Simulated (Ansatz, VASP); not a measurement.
**Ge2Sb2Te5 in VASP and in Ansatz**

File INCAR:

```
SYSTEM = Ge2Sb2Te5
  PREC = Accurate
  ENCUT = 520
  EDIFF = 1E-6
  ISMEAR = 0
  SIGMA = 0.03
  LREAL = .FALSE.
  LASPH = .TRUE.
  NELM = 60
  ALGO = Normal
  ISIF = 2
  LWAVE = .FALSE.
  LCHARG = .TRUE.
  GGA = PE
  LELF = .TRUE.
  LVHAR = .TRUE.
  NBANDS = 44
```

File KPOINTS:

```
regular mesh
0
G
  12 12 2
  0 0 0
```

Contents of POSCAR:

```
Ge2Sb2Te5
1.0
    4.1471375239      0.0000000000      0.0000000000
   -2.0735687619      3.5915264487      0.0000000000
    0.0000000000      0.0000000000     17.5908589263
Ge Sb Te
2 2 5
Direct
    0.0000000000      0.0000000000      0.3314713560
    0.0000000000      0.0000000000      0.6685286440
    0.3333333333      0.6666666667      0.1121550832
    0.6666666667      0.3333333333      0.8878449168
    0.0000000000      0.0000000000      0.0000000000
    0.3333333333      0.6666666667      0.7913602895
    0.6666666667      0.3333333333      0.2086397105
    0.3333333333      0.6666666667      0.4097504733
    0.6666666667      0.3333333333      0.5902495267
```

Input for Ansatz:

```yaml
crystal:
  lattice:
    - [4.1471375239, 0.0, 0.0]
    - [-2.0735687619, 3.5915264487, 0.0]
    - [0.0, 0.0, 17.5908589263]
  atoms:
    - { symbol: Ge, position: [0.0, 0.0, 0.331471356] }
    - { symbol: Ge, position: [0.0, 0.0, 0.668528644] }
    - { symbol: Sb, position: [0.3333333333, 0.6666666667, 0.1121550832] }
    - { symbol: Sb, position: [0.6666666667, 0.3333333333, 0.8878449168] }
    - { symbol: Te, position: [0.0, 0.0, 0.0] }
    - { symbol: Te, position: [0.3333333333, 0.6666666667, 0.7913602895] }
    - { symbol: Te, position: [0.6666666667, 0.3333333333, 0.2086397105] }
    - { symbol: Te, position: [0.3333333333, 0.6666666667, 0.4097504733] }
    - { symbol: Te, position: [0.6666666667, 0.3333333333, 0.5902495267] }
basis:
  ecutwfc: 420
kpoints:
  mp_grid: { grid: [12, 12, 2] }
hamiltonian:
  xc: pbe
  pseudopotentials: { kind: paw, azcp: { folder: soft_1 } }
scf:
  occupations: { method: gaussian, width: 0.03 }
output:
  forces: true
  stress: true
  eigenvalues: true
  write_density: true
  write_potential: true
  elf: true
  volumetric_format: npy
```

Alike in both runs: task single point; functional PBE; k mesh 12 × 12 × 2; occupations gaussian, width 0.03 eV; no spin polarisation.

|  | VASP | Ansatz |
| --- | --- | --- |
| version | VASP 6.6.1 | Ansatz 0.2.0 |
| potentials or method | VASP PAW PBE potentials, release 64 (Ge_d, Sb, Te), cutoff 520 eV | scalar-relativistic, plane waves, PAW |
| valence electrons in the cell | 68 | 138 |

VASP gave:

* gap on the k mesh at the Fermi level (eV): none
* pressure (GPa): 4.5
* traceless stress, the component that is largest in VASP (GPa): -0.14
* rms of the force components (eV/Å): 0.254

**Question.** Estimate Ansatz's values.

**Answer.** gap on the k mesh at the Fermi level (eV): none; pressure (GPa): 4.6; traceless stress, the component that is largest in VASP (GPa): -0.14; rms of the force components (eV/Å): 0.242.

Atom by atom the forces differ by 0.013 eV/Å (rms over components). A gap of «none» marks a metal or a gap that the smearing closes. VASP's potentials hold 68 valence electrons a cell and Ansatz's 138, so a difference there can come from the potentials and not from the codes.

Neither program's run includes spin-orbit coupling.
